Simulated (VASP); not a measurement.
# Ni2O (Cmmm) in VASP: single point with PBE

Aim: the single point of Ni2O with PBE.

All numbers are computed with VASP 6.6.1; they aren't measurements. Logs are shortened: lines on timing, memory, paths and dates and some standing lists are left out, and cuts for length are marked.

## Step 1: The cell of the first run

The structure is orthorhombic, space group Cmmm (No. 65). Conventional cell: a = 5.140 Å, b = 5.149 Å, c = 2.687 Å, α = 90.00°, β = 90.00°, γ = 90.00°. Within 2.4 Å of Ni (site symmetry 2/m) lie 2 O at 1.82 Å. Within 2.4 Å of O (site symmetry mmm) lie 4 Ni at 1.82 Å.

The cell was generated, and may not be a known phase.

## Step 2: Single point, PBE, collinear spin, ferromagnetic start

Contents of INCAR:

```
PREC     = Accurate       # precision mode
ENCUT    = 520            # plane-wave cutoff, eV
EDIFF    = 1E-6           # SCF threshold, eV
ISMEAR   = 0              # smearing method
SIGMA    = 0.1            # smearing width, eV
LREAL    = False          # projectors in reciprocal space
LASPH    = True           # aspherical terms in the spheres
NELM     = 150            # most SCF steps
ALGO     = Normal         # electronic algorithm
ISIF     = 2              # what is computed and relaxed
LWAVE    = False          # write WAVECAR
LCHARG   = True           # write CHGCAR
ISPIN    = 2              # spin polarisation
MAGMOM   = 2 2 0          # initial moments
LORBIT   = 11             # projections on sites
LMAXMIX  = 4              # l up to which the mixer works
GGA      = PE             # functional
LELF     = True           # ELF
LVHAR    = True         
NBANDS   = 24             # bands
```

Contents of KPOINTS:

```
Automatic mesh
0
Gamma
  6 6 8
```

Contents of POSCAR:

```
Ni2O
1.0
    2.5699319760     -2.5746797967      0.0000000000
    2.5699319760      2.5746797967      0.0000000000
    0.0000000000      0.0000000000      2.6871186726
Ni O
2 1
Direct
    0.0000000000      0.5000000000      0.0000000000
    0.5000000000      0.0000000000      0.0000000000
    0.5000000000      0.5000000000      0.0000000000
```

Potentials or basis: VASP PAW PBE potentials, release 64 (Ni, O).

Launch:

```sh
$ cat potpaw_PBE.64/Ni/POTCAR potpaw_PBE.64/O/POTCAR > POTCAR
$ mpirun -np 1 vasp_std > vasp.out
```

OUTCAR:

```text
PREC = Accurate
   ENCUT = 520
   EDIFF = 1E-6
   ISMEAR = 0
   LREAL = False
   LASPH = True
   NELM = 150
   ISIF = 2
   ISPIN = 2
   LORBIT = 11
   GGA = PE

 ion  position               nearest neighbor table
   1  0.000  0.500  0.000-   3 1.82   3 1.82   2 2.57   2 2.57   2 2.57   2 2.57
   2  0.500  0.000  0.000-   3 1.82   3 1.82   1 2.57   1 2.57   1 2.57   1 2.57
   3  0.500  0.500  0.000-   1 1.82   2 1.82   2 1.82   1 1.82

  LATTYP: Found a base centered orthorhombic cell.
 ALAT       =     5.1398639520
 B/A-ratio  =     1.0018474499
 C/A-ratio  =     0.5227995717

  Lattice vectors:

 A1 = (   2.5699319760,  -2.5746797967,   0.0000000000)
 A2 = (   2.5699319760,   2.5746797967,   0.0000000000)
 A3 = (   0.0000000000,   0.0000000000,   2.6871186726)

Analysis of symmetry for initial positions (statically):
=====================================================================
 Subroutine PRICEL returns:
 Original cell was already a primitive cell.

 Routine SETGRP: Setting up the symmetry group for a
 base centered orthorhombic supercell.

 Subroutine GETGRP returns: Found  8 space group operations
 (whereof  8 operations were pure point group operations)
 out of a pool of  8 trial point group operations.

The static configuration has the point symmetry D_2h.

Analysis of symmetry for dynamics (positions and initial velocities):
=====================================================================
 Subroutine PRICEL returns:
 Original cell was already a primitive cell.

 Routine SETGRP: Setting up the symmetry group for a
 base centered orthorhombic supercell.

 Subroutine GETGRP returns: Found  8 space group operations
 (whereof  8 operations were pure point group operations)
 out of a pool of  8 trial point group operations.

The dynamic configuration has the point symmetry D_2h.

Analysis of structural, dynamic, and magnetic symmetry:
=====================================================================
 Subroutine PRICEL returns:
 Original cell was already a primitive cell.

 Routine SETGRP: Setting up the symmetry group for a
 base centered orthorhombic supercell.

 Subroutine GETGRP returns: Found  8 space group operations
 (whereof  8 operations were pure point group operations)
 out of a pool of  8 trial point group operations.

The overall configuration has the point symmetry D_2h.

 Subroutine INISYM returns: Found  8 space group operations
 (whereof  8 operations are pure point group operations),
 and found     1 'primitive' translations

----------------------------------------------------------------------------------------

                                     Primitive cell

  volume of cell :      35.5600

  direct lattice vectors                    reciprocal lattice vectors
     2.569931976 -2.574679797  0.000000000     0.194557679 -0.194198906  0.000000000
     2.569931976  2.574679797  0.000000000     0.194557679  0.194198906  0.000000000
     0.000000000  0.000000000  2.687118673     0.000000000  0.000000000  0.372145827

  length of vectors
     3.637791420  3.637791420  2.687118673     0.274892534  0.274892534  0.372145827

  position of ions in fractional coordinates (direct lattice)
     1.000000000  0.500000000  0.000000000
     0.500000000  1.000000000  0.000000000
     0.500000000  0.500000000  0.000000000

  ion indices of the primitive-cell ions
   primitive index   ion index
                 1           1
                 2           2
                 3           3

----------------------------------------------------------------------------------------

 KPOINTS: Automatic mesh

Automatic generation of k-mesh.
 Grid dimensions read from file:
 generate k-points for:    6    6    8

 Generating k-lattice:

  Cartesian coordinates                     Fractional coordinates (reciprocal lattice)
     0.032426280 -0.032366484  0.000000000     0.166666667  0.000000000  0.000000000
     0.032426280  0.032366484  0.000000000     0.000000000  0.166666667  0.000000000
     0.000000000  0.000000000  0.046518228     0.000000000  0.000000000  0.125000000

  Length of vectors
     0.045815422  0.045815422  0.046518228

  Shift w.r.t. Gamma in fractional coordinates (k-lattice)
     0.000000000  0.000000000  0.000000000

 Subroutine IBZKPT returns following result:
 ===========================================

 Found     65 irreducible k-points:

 Following reciprocal coordinates:
            Coordinates               Weight
  0.000000  0.000000  0.000000      1.000000
  0.166667  0.000000  0.000000      4.000000
  0.333333 -0.000000  0.000000      4.000000
  0.500000 -0.000000  0.000000      2.000000
  0.166667  0.166667  0.000000      2.000000
  0.333333  0.166667  0.000000      4.000000
[... 16 lines left out ...]
  0.333333  0.333333  0.125000      4.000000
  0.500000  0.333333  0.125000      8.000000
 [... further k-points ...]
   k-points           NKPTS =     65   k-points in BZ     NKDIM =     65   number of bands    NBANDS=     24
   number of dos      NEDOS =    301   number of ions     NIONS =      3
   total plane-waves  NPLWV =  15680
   dimension x,y,z NGX =    28 NGY =   28 NGZ =   20
   dimension x,y,z NGXF=    56 NGYF=   56 NGZF=   40
   ions per type =               2   1
   NGX,Y,Z   is equivalent  to a cutoff of  12.80, 12.80, 12.37 a.u.
   NGXF,Y,Z  is equivalent  to a cutoff of  25.59, 25.59, 24.75 a.u.
 SYSTEM =  unknown system
   PREC   = accura    normal or accurate (medium, high low for compatibility)
   ISTART =      0    job   : 0-new  1-cont  2-samecut
   ICHARG =      2    charge: 1-file 2-atom 10-const
   ISPIN  =      2    spin polarized calculation?
   LNONCOLLINEAR =      F non collinear calculations
   LSORBIT =      F    spin-orbit coupling
   LASPH  =      T    aspherical Exc in radial PAW
   ENCUT  =  520.0 eV  38.22 Ry    6.18 a.u.   6.76  6.76  5.00*2*pi/ulx,y,z
   NELM   =    150;   NELMIN=  2; NELMDL= -5     # of ELM steps
   EDIFF  = 0.1E-05   stopping-criterion for ELM
   LREAL  =      F    real-space projection
   EDIFFG = 0.1E-04   stopping-criterion for IOM
   NSW    =      0    number of steps for IOM
   IBRION =     -1    ionic relax: 0-MD 1-quasi-New 2-CG
   NFREE  =      0    steps in history (QN), initial steepest desc. (CG)
   ISIF   =      2    stress and relaxation
   ISYM   =      2    0-nonsym 1-usesym 2-fastsym
   POTIM  = 0.5000    time-step for ionic-motion
   TEBEG  =    0.0;   TEEND  =   0.0 temperature during run
   PSTRESS=    0.0 pullay stress
   NELECT =      26.0000    total number of electrons
   NUPDOWN=      -1.0000    fix difference up-down
   EMIN   =  10.00;   EMAX   =-10.00  energy-range for DOS
   EFERMI =   0.00;   METHOD = LEGACY
   ISMEAR =     0;   SIGMA  =   0.10  broadening in eV -4-tet -1-fermi 0-gaus
   EFERMI_NEDOS =   21; number of points for ismear=-14 and -15
   IALGO  =     38    algorithm
   IMIX   =      4    mixing-type and parameters
     AMIX     =   0.40;   BMIX     =  1.00
     AMIX_MAG =   1.60;   BMIX_MAG =  1.00
  volume/ion in A,a.u.               =      11.85        79.99
  Fermi-wavevector in a.u.,A,eV,Ry     =   1.474842  2.787047 29.594818  2.175158
  Thomas-Fermi vector in A             =   2.589564
   LORBIT       =     11    0 simple, 1 ext, 2 COOP (PROOUT), +10 PAW based schemes
   GGA     = PE    functional components
   LHFCALC =     F    Hartree Fock is set to
   AEXX    =    0.0000 exact exchange contribution
   IVDW    =     0    specifies the selected vdW correction
   LEPSILON=     F    determine dielectric tensor
   LRPA    =     F    only Hartree local field effects (RPA)
 spin polarized calculation
 Gauss-broadening in eV      SIGMA  =   0.10
  energy-cutoff  :      520.00
  volume of cell :       35.56
 maximum number of plane-waves:       984
   NGX = 13   NGY = 13   NGZ =  9

 number of electron      25.9999999 magnetization       1.3010040

 Free energy of the ion-electron system (eV)
  ---------------------------------------------------
  ext. energy  EPLUGINS =         0.00000000
  ---------------------------------------------------
  free energy    TOTEN  =       -16.44897214 eV

  energy without entropy =      -16.43188437  energy(sigma->0) =      -16.44042826

 E-fermi :   6.1233     XC(G=0): -11.5586

 val. band max:        6.1225160231   @ k =   0.5000   0.1667   0.3750
 cond. band min:       6.1285125687   @ k =   0.0000   0.0000   0.2500
 fundamental gap:      0.0059965456
 Fermi energy:         6.1233314902

 spin component 1

 k-point     1 :       0.0000    0.0000    0.0000
  band No.  band energies     occupation
      1     -14.9698      1.00000
      2      -0.1035      1.00000
      3      -0.0988      1.00000
      4       1.0883      1.00000
      5       2.6090      1.00000
      6       2.8603      1.00000
[... 16 lines left out ...]
     23      25.1009      0.00000
     24      25.1025      0.00000
[... 598 lines left out ...]
      2      -2.5483      1.00000
      3      -2.1479      1.00000
      4       1.0514      1.00000
      5       3.1665      1.00000
      6       3.4087      1.00000
[... 16 lines left out ...]
     23      25.1078      0.00000
     24      25.1819      0.00000

 [... further k-points ...]

 spin component 2

 k-point     1 :       0.0000    0.0000    0.0000
  band No.  band energies     occupation
      1     -14.6901      1.00000
      2       0.0671      1.00000
      3       0.0715      1.00000
      4       1.2255      1.00000
      5       3.2253      1.00000
      6       3.3797      1.00000
[... 16 lines left out ...]
     23      25.1273      0.00000
     24      25.1613      0.00000
[... 598 lines left out ...]
      2      -2.3400      1.00000
      3      -1.9289      1.00000
      4       1.5477      1.00000
      5       3.5352      1.00000
      6       3.8926      1.00000
[... 16 lines left out ...]
     23      25.1348      0.00000
     24      25.2985      0.00000

 [... further k-points ...]

------------------------ aborting loop because EDIFF is reached ----------------------------------------

  FORCE on cell =-STRESS in cart. coord.  units (eV):
  Direction    XX          YY          ZZ          XY          YZ          ZX
  --------------------------------------------------------------------------------------
  -------------------------------------------------------------------------------------
  Total        0.5074030      0.4774818      0.2091245     -0.0000000      0.0000000      0.0000000
  in kB       22.8613543     21.5132362      9.4222344     -0.0000000      0.0000000      0.0000000
  external PRESSURE =      17.9322750 kB  Pullay stress =       0.0000000 kB

 VOLUME and BASIS-vectors are now :
 -----------------------------------------------------------------------------
  energy-cutoff  :      520.00
  volume of cell :       35.56
      direct lattice vectors                 reciprocal lattice vectors
     2.569931976 -2.574679797  0.000000000     0.194557679 -0.194198906  0.000000000
     2.569931976  2.574679797  0.000000000     0.194557679  0.194198906  0.000000000
     0.000000000  0.000000000  2.687118673     0.000000000  0.000000000  0.372145827

 POSITION                                       TOTAL-FORCE (eV/Angst)
 -----------------------------------------------------------------------------------
      1.28497      1.28734      0.00000        -0.000000     -0.000000      0.000000
      1.28497     -1.28734      0.00000         0.000000     -0.000000      0.000000
      2.56993      0.00000      0.00000         0.000000      0.000000      0.000000
 -----------------------------------------------------------------------------------
    total drift:                                0.000000     -0.000000     -0.000000

  FREE ENERGIE OF THE ION-ELECTRON SYSTEM (eV)
  ---------------------------------------------------
  free  energy   TOTEN  =       -16.4489721392 eV

  energy  without entropy=      -16.4318843732  energy(sigma->0) =      -16.44042826

 total charge

# of ion       s       p       d       tot
------------------------------------------
    1        0.425   0.453   8.407   9.285
    2        0.425   0.453   8.407   9.285
    3        1.551   3.487   0.000   5.038
--------------------------------------------------
tot          2.401   4.393  16.814  23.608

 magnetization (x)

# of ion       s       p       d       tot
------------------------------------------
    1        0.004  -0.004   0.572   0.572
    2        0.004  -0.004   0.572   0.572
    3        0.003   0.166   0.000   0.169
--------------------------------------------------
tot          0.010   0.159   1.144   1.313
```

It took 50 s on 1 thread of AMD EPYC 9R45 (Zen 5), shared host; peak memory 0.18 GiB.

Results:

| Item | Value |
| --- | --- |
| Free energy | -16.4490 eV |
| Pressure | 1.8 GPa |
| Net moment | 1.30 μB per cell |
| Site moments | Ni +0.57; O +0.17 μB |
| Valence electrons inside the program's atomic spheres | Ni 9.29; O 5.04 |

Stress tensor (GPa, compression positive):
```
2.29 0.00 0.00
0.00 2.15 0.00
0.00 0.00 0.94
```

With open d or f shells a metallic result of PBE can be an artefact of self-interaction; +U or a hybrid may open a gap.
